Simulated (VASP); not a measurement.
# CuSi15 (F-43m) in VASP: notebook

The runs below take CuSi15 through single point, with PBEsol.

Program: VASP 6.6.1. These are calculated values, not measurements. Logs are shortened: lines on timing, memory, paths and dates and some standing lists are left out, and cuts for length are marked.

## 1. The cell of the first run

The structure is cubic, space group F-43m (No. 216). Conventional cell: a = 10.874 Å, b = 10.874 Å, c = 10.874 Å, α = 90.00°, β = 90.00°, γ = 90.00°. Within 3.1 Å of Cu (site symmetry -43m) lie 4 Si at 2.33 Å. Si (site symmetry 2mm) has 4 Si at 2.36 Å within 3.1 Å. Si (site symmetry -43m) has 4 Si at 2.35 Å within 3.1 Å. Within 3.1 Å of Si (site symmetry 3m) lie 1 Cu at 2.33 Å and 3 Si at 2.36 Å. Si (site symmetry 3m) has 4 Si at 2.35 to 2.36 Å within 3.1 Å.

## 2. Single point, PBEsol, collinear spin, zero start

The input, INCAR:

```
SYSTEM = CuSi15
PREC     = Accurate       ! precision mode
ENCUT    = 520            ! plane-wave cutoff, eV
EDIFF    = 1E-6           ! SCF threshold, eV
ISMEAR   = 0              ! smearing method
SIGMA    = 0.05           ! smearing width, eV
LREAL    = Auto         
LASPH    = .TRUE.         ! aspherical terms in the spheres
NELM     = 150            ! most SCF steps
ALGO     = Normal         ! electronic algorithm
ISIF     = 2              ! what is computed and relaxed
LWAVE    = .FALSE.        ! write WAVECAR
LCHARG   = .FALSE.        ! write CHGCAR
ISPIN    = 2              ! spin polarisation
MAGMOM   = 0 0 0 0 0 0 0 0 0 0 0 0 0 0 0 0 ! initial moments
LORBIT   = 11             ! projections on sites
LMAXMIX  = 4              ! l up to which the mixer works
GGA      = PS             ! functional
NBANDS   = 54             ! bands
```

The input, KPOINTS:

```
Automatic mesh
0
G
  3 3 3
  0 0 0
```

The input, POSCAR:

```
CuSi15
1.0
    0.0000000000      5.4370000000      5.4370000000
    5.4370000000      0.0000000000      5.4370000000
    5.4370000000      5.4370000000      0.0000000000
Cu Si
1 15
Direct
    1.0000000000      1.0000000000      0.0000000000
    0.0002682891      0.0002682891      0.4997317109
    0.0002682891      0.4997317109      0.0002682891
    0.0002682891      0.4997317109      0.4997317109
    0.4997317109      0.0002682891      0.0002682891
    0.4997317109      0.0002682891      0.4997317109
    0.4997317109      0.4997317109      0.0002682891
    0.5000000000      0.5000000000      0.5000000000
    0.1235515995      0.1235515995      0.1235515995
    0.1235515995      0.1235515995      0.6293452016
    0.1235515995      0.6293452016      0.1235515995
    0.1249634952      0.6250121683      0.6250121683
    0.6293452016      0.1235515995      0.1235515995
    0.6250121683      0.1249634952      0.6250121683
    0.6250121683      0.6250121683      0.1249634952
    0.6250121683      0.6250121683      0.6250121683
```

Potentials or basis: VASP PAW PBE potentials, release 64 (Cu, Si).

Command:

```bash
$ cat potpaw_PBE.64/Cu/POTCAR potpaw_PBE.64/Si/POTCAR > POTCAR
$ mpirun -np 1 vasp_std > vasp.out
```

OUTCAR:

```text
SYSTEM = CuSi15
   PREC = Accurate
   ENCUT = 520
   EDIFF = 1E-6
   ISMEAR = 0
   LREAL = Auto
   LASPH = .TRUE.
   NELM = 150
   ISIF = 2
   ISPIN = 2
   LORBIT = 11
   GGA = PS

 ion  position               nearest neighbor table
   1  0.000  0.000  0.000-  10 2.33  11 2.33  13 2.33   9 2.33
   2  0.000  0.000  0.500-  12 2.36  14 2.36   9 2.36  10 2.36
   3  0.000  0.500  0.000-  12 2.36  15 2.36   9 2.36  11 2.36
   4  0.000  0.500  0.500-  16 2.36  12 2.36  10 2.36  11 2.36
   5  0.500  0.000  0.000-  14 2.36  15 2.36   9 2.36  13 2.36
   6  0.500  0.000  0.500-  16 2.36  14 2.36  10 2.36  13 2.36
[... 8 lines left out ...]
  15  0.625  0.625  0.125-   8 2.35   5 2.36   3 2.36   7 2.36
  16  0.625  0.625  0.625-   8 2.35   6 2.36   7 2.36   4 2.36

  LATTYP: Found a face centered cubic cell.
 ALAT       =    10.8740000000

  Lattice vectors:

 A1 = (   0.0000000000,   5.4370000000,   5.4370000000)
 A2 = (   5.4370000000,   0.0000000000,   5.4370000000)
 A3 = (   5.4370000000,   5.4370000000,   0.0000000000)

Analysis of symmetry for initial positions (statically):
=====================================================================
 Subroutine PRICEL returns:
 Original cell was already a primitive cell.

 Routine SETGRP: Setting up the symmetry group for a
 face centered cubic supercell.

 Subroutine GETGRP returns: Found 24 space group operations
 (whereof 24 operations were pure point group operations)
 out of a pool of 48 trial point group operations.

The static configuration has the point symmetry T_d .

Analysis of symmetry for dynamics (positions and initial velocities):
=====================================================================
 Subroutine PRICEL returns:
 Original cell was already a primitive cell.

 Routine SETGRP: Setting up the symmetry group for a
 face centered cubic supercell.

 Subroutine GETGRP returns: Found 24 space group operations
 (whereof 24 operations were pure point group operations)
 out of a pool of 48 trial point group operations.

The dynamic configuration has the point symmetry T_d .

Analysis of structural, dynamic, and magnetic symmetry:
=====================================================================
 Subroutine PRICEL returns:
 Original cell was already a primitive cell.

 Routine SETGRP: Setting up the symmetry group for a
 face centered cubic supercell.

 Subroutine GETGRP returns: Found 24 space group operations
 (whereof 24 operations were pure point group operations)
 out of a pool of 48 trial point group operations.

The overall configuration has the point symmetry T_d .

[... 150 lines left out ...]
  ext. energy  EPLUGINS =         0.00000000
  ---------------------------------------------------
  free energy    TOTEN  =       -88.94031153 eV

  energy without entropy =      -88.93129663  energy(sigma->0) =      -88.93580408

 E-fermi :   5.6857     XC(G=0):  -9.5818

 val. band max:        5.0046623567   @ k =   0.0000   0.0000   0.0000
 cond. band min:       5.7143623292   @ k =   0.3333   0.3333   0.0000
 fundamental gap:      0.7096999725
 Fermi energy:         5.6856668810

 spin component 1

 k-point     1 :       0.0000    0.0000    0.0000
  band No.  band energies     occupation
      1      -6.2730      1.00000
      2      -4.0615      1.00000
      3      -4.0615      1.00000
      4      -4.0615      1.00000
      5      -3.5728      1.00000
      6      -2.2769      1.00000
[... 189 lines left out ...]
     46       9.0791      0.00000
     47       9.2454      0.00000
 Fermi energy:         5.6856668810

 spin component 2

 k-point     1 :       0.0000    0.0000    0.0000
  band No.  band energies     occupation
      1      -6.2730      1.00000
      2      -4.0615      1.00000
      3      -4.0615      1.00000
      4      -4.0615      1.00000
      5      -3.5728      1.00000
      6      -2.2769      1.00000
[... 189 lines left out ...]
     46       9.0791      0.00000
     47       9.2454      0.00000
 [bands above 47 left out]

------------------------ aborting loop because EDIFF is reached ----------------------------------------

  FORCE on cell =-STRESS in cart. coord.  units (eV):
  Direction    XX          YY          ZZ          XY          YZ          ZX
  --------------------------------------------------------------------------------------
  -------------------------------------------------------------------------------------
  Total       -2.3471544     -2.3471544     -2.3471544     -0.0000000      0.0000000     -0.0000000
  in kB      -11.6988790    -11.6988790    -11.6988790     -0.0000000      0.0000000     -0.0000000
  external PRESSURE =     -11.6988790 kB  Pullay stress =       0.0000000 kB

 VOLUME and BASIS-vectors are now :
 -----------------------------------------------------------------------------
  energy-cutoff  :      520.00
  volume of cell :      321.45
      direct lattice vectors                 reciprocal lattice vectors
     0.000000000  5.437000000  5.437000000    -0.091962479  0.091962479  0.091962479
     5.437000000  0.000000000  5.437000000     0.091962479 -0.091962479  0.091962479
     5.437000000  5.437000000  0.000000000     0.091962479  0.091962479 -0.091962479

 POSITION                                       TOTAL-FORCE (eV/Angst)
 -----------------------------------------------------------------------------------
      0.00000      0.00000      0.00000         0.000000      0.000000      0.000000
      2.71850      2.71850      0.00292         0.000000      0.000000     -0.010101
      2.71850      0.00292      2.71850         0.000000     -0.010101      0.000000
      5.43408      2.71850      2.71850         0.010101      0.000000      0.000000
      0.00292      2.71850      2.71850        -0.010101      0.000000      0.000000
      2.71850      5.43408      2.71850         0.000000      0.010101      0.000000
[... 8 lines left out ...]
      4.07762      4.07762      6.79638         0.001532      0.001532     -0.001532
      6.79638      6.79638      6.79638        -0.001532     -0.001532     -0.001532
 -----------------------------------------------------------------------------------
    total drift:                               -0.000000     -0.000000     -0.000000

  FREE ENERGIE OF THE ION-ELECTRON SYSTEM (eV)
  ---------------------------------------------------
  free  energy   TOTEN  =       -88.9403115258 eV

  energy  without entropy=      -88.9312966255  energy(sigma->0) =      -88.93580408

 total charge

# of ion       s       p       d       tot
------------------------------------------
    1        0.546   0.415   9.114  10.075
    2        0.760   0.920   0.000   1.679
    3        0.760   0.920   0.000   1.679
    4        0.760   0.920   0.000   1.679
    5        0.760   0.920   0.000   1.679
    6        0.760   0.920   0.000   1.679
[... 8 lines left out ...]
   15        0.753   0.934   0.000   1.687
   16        0.753   0.934   0.000   1.687
--------------------------------------------------
tot         11.993  14.098   9.114  35.205

 magnetization (x)

# of ion       s       p       d       tot
------------------------------------------
    1       -0.000   0.000   0.000   0.000
    2       -0.000   0.000   0.000   0.000
    3       -0.000   0.000   0.000   0.000
    4       -0.000   0.000   0.000   0.000
    5       -0.000   0.000   0.000   0.000
    6       -0.000   0.000   0.000   0.000
[... 8 lines left out ...]
   15       -0.000  -0.000   0.000  -0.000
   16       -0.000  -0.000   0.000  -0.000
--------------------------------------------------
tot          0.000   0.000   0.000   0.000
```

OSZICAR:

```text
N       E                     dE             d eps       ncg     rms          rms(c)
DAV:   1     0.302684404568E+03    0.30268E+03   -0.25934E+04   864   0.113E+03
DAV:   2    -0.561958808376E+02   -0.35888E+03   -0.32933E+03   912   0.223E+02
[... 13 lines left out ...]
DAV:  16    -0.889405930744E+02   -0.13849E-03   -0.23821E-04  1304   0.319E-01    0.123E-01
DAV:  17    -0.889404900408E+02    0.10303E-03   -0.63247E-05  1386   0.133E-01    0.957E-02
DAV:  18    -0.889404158416E+02    0.74199E-04   -0.43216E-05  1344   0.134E-01    0.728E-02
DAV:  19    -0.889403752956E+02    0.40546E-04   -0.30235E-05  1274   0.895E-02    0.560E-02
DAV:  20    -0.889403099604E+02    0.65335E-04   -0.14707E-04  1392   0.275E-01    0.124E-02
DAV:  21    -0.889403115859E+02   -0.16255E-05   -0.41657E-05  1306   0.388E-02    0.632E-03
DAV:  22    -0.889403115258E+02    0.60071E-07   -0.64818E-07   546   0.502E-03
   1 F= -.88940312E+02 E0= -.88935804E+02  d E =-.901490E-02  mag=     0.0001
```

stdout:

```text
POSCAR found type information on POSCAR CuSi
 POSCAR found :  2 types and      16 ions
 scaLAPACK will be used
 -----------------------------------------------------------------------------
|                                                                             |
|                                                                             |
|     You enforced a specific xc type in the INCAR file but a different       |
|     I HOPE YOU KNOW WHAT YOU ARE DOING!                                     |
|                                                                             |
 -----------------------------------------------------------------------------

 LDA part: xc-table for (Slater+PW92), standard interpolation
 POSCAR, INCAR and KPOINTS ok, starting setup
 FFT: planning ... GRIDC
 FFT: planning ... GRID_SOFT
 FFT: planning ... GRID
 WAVECAR not read
 entering main loop
```

Wall time 4.2 min (1 thread of Intel Xeon 6975P-C (Granite Rapids), shared host); peak memory 0.68 GiB.

What came out:

* Free energy: -88.9403 eV
* Pressure: -1.2 GPa
* Largest force: 0.109 eV/Å
* Net moment: 0.00 μB per cell
* Valence electrons inside the program's atomic spheres: Cu 10.07; Si 1.68, 1.69, 1.66 (each value once)

Forces on the atoms (eV/Å):
```
Cu   0.000  0.000  0.000
Si   0.000  0.000 -0.010
Si   0.000 -0.010  0.000
Si   0.010  0.000  0.000
Si  -0.010  0.000  0.000
Si   0.000  0.010  0.000
Si   0.000  0.000  0.010
Si   0.000  0.000  0.000
Si  -0.063 -0.063 -0.063
Si   0.063  0.063 -0.063
Si   0.063 -0.063  0.063
Si  -0.002  0.002  0.002
Si  -0.063  0.063  0.063
Si   0.002 -0.002  0.002
Si   0.002  0.002 -0.002
Si  -0.002 -0.002 -0.002
```

Levels at points of the mesh, in eV from the Fermi level:
Spin up:
```tsv
k point	band 33	band 34	band 35	band 36	band 37	band 38
(0.00, 0.00, 0.00)	-0.68	-0.68	0.66	0.68	0.68	0.68
```
Spin down:
```tsv
k point	band 31	band 32	band 33	band 34	band 35	band 36	band 37	band 38	band 39	band 40
(0.00, 0.00, 0.00)	-1.26	-0.68	-0.68	-0.68	0.66	0.68	0.68	0.68	0.73	0.73
```

Caveat: the PAW data sets were made with another functional, which shifts forces and pressure a little.

(Part 1 of 2 ends here.)
